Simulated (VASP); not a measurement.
Input of a VASP 6.6.1 run:

File INCAR:

```
ALGO     = Fast           # electronic algorithm
EDIFF    = 1E-6           # SCF threshold, eV
ENCUT    = 520            # plane-wave cutoff, eV
GGA      = PS             # functional
ISIF     = 2              # what is computed and relaxed
ISMEAR   = 0              # smearing method
LASPH    = T              # aspherical terms in the spheres
LCHARG   = T              # write CHGCAR
LELF     = T              # ELF
LREAL    = F              # projectors in reciprocal space
LVHAR    = T            
LWAVE    = F              # write WAVECAR
NBANDS   = 21             # bands
NELM     = 80             # most SCF steps
PREC     = Accurate       # precision mode
SIGMA    = 0.15           # smearing width, eV
```

The input KPOINTS:

```
k-points
0
Gamma
  21 21 12
```

Contents of POSCAR:

```
Ru
1.0
    2.6246253542      0.0000000000      0.0000000000
   -1.3123126771      2.2729922322      0.0000000000
    0.0000000000      0.0000000000      4.2176715000
Ru
2
Direct
    0.3333333333      0.6666666667      0.2500000000
    0.6666666667      0.3333333333      0.7500000000
```

Potentials or basis: VASP PAW PBE potentials, release 64 (Ru_pv).

The run is started by

```console
$ cat potpaw_PBE.64/Ru_pv/POTCAR > POTCAR
$ mpirun -np 1 vasp_std > vasp.out
```

Question: Estimate the band gap on the k mesh.

Answer: Zero (bands 14 and 15 overlap by 3.47 eV).

Question: Estimate the pressure.

Answer: 22.7 GPa.

Stress tensor (GPa, compression positive):
```
25.73  0.00  0.00
 0.00 25.73  0.00
 0.00  0.00 16.59
```

Caveat: the cell differs from its parent crystal (strain -0.030 along x and y, -0.015 along z); the stress differs along the axes, from 17 to 26 GPa; the PAW data sets were made with another functional, which shifts forces and pressure a little.
